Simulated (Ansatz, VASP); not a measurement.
# Hf in VASP and in Ansatz

INCAR

```
ALGO = Normal
EDIFF = 1E-6
ENCUT = 500
GGA = PS
GGA_COMPAT = F
ISIF = 2
ISMEAR = -1
LASPH = T
LCHARG = F
LREAL = F
LWAVE = F
NBANDS = 17
NELM = 120
PREC = Accurate
SIGMA = 0.08
```

Contents of KPOINTS:

```
k-points
0
Gamma
  15 15 9
```

POSCAR

```
Hf
1.0
    2.7273824558      0.0000000000      0.0000000000
   -1.3636912279      2.3619824925      0.0000000000
    0.0000000000      0.0000000000      4.5611018127
Hf
2
Direct
    0.3333333333      0.6666666667      0.2500000000
    0.6666666667      0.3333333333      0.7500000000
```

Input for Ansatz:

```yaml
crystal:
  lattice:
    - [2.7273824558, 0.0, 0.0]
    - [-1.3636912279, 2.3619824925, 0.0]
    - [0.0, 0.0, 4.5611018127]
  atoms:
    - { symbol: Hf, position: [0.3333333333, 0.6666666667, 0.25] }
    - { symbol: Hf, position: [0.6666666667, 0.3333333333, 0.75] }
kpoints:
  mp_grid: { grid: [15, 15, 9] }
scf:
  occupations: { method: fermi_dirac, width: 0.08 }
hamiltonian:
  xc: pbesol
  pseudopotentials: { kind: all_electron, lapw: { basis_error: 0.001 } }
output:
  forces: true
  stress: true
  eigenvalues: true
  populations: true
```

Change from the starting cell: volume scaled by 0.68, LAPW.

Alike in both runs: task single point; functional PBEsol; k mesh 15 × 15 × 9; occupations fermi-dirac, width 0.08 eV; no spin polarisation.

|  | VASP | Ansatz |
| --- | --- | --- |
| version | VASP 6.6.1 | Ansatz 0.2.0 |
| potentials or method | VASP PAW PBE potentials, release 64 (Hf_pv), cutoff 500 eV | all-electron LAPW, scalar-relativistic |

|  | VASP | Ansatz | Ansatz less VASP |
| --- | --- | --- | --- |
| pressure (GPa) | 81.1 | 82.0 | +0.93 |
| traceless stress, the component that is largest in VASP (GPa) | -0.27 | -0.01 | +0.259 |

VASP's potentials were made for PBE, not for PBEsol. Both programs put the cell under a high pressure, so it lies far from rest at this level. Ansatz ran all-electron here, and VASP with PAW potentials.

Neither program's run includes spin-orbit coupling. Noted on VASP's run: the cell as given lies far from equilibrium.
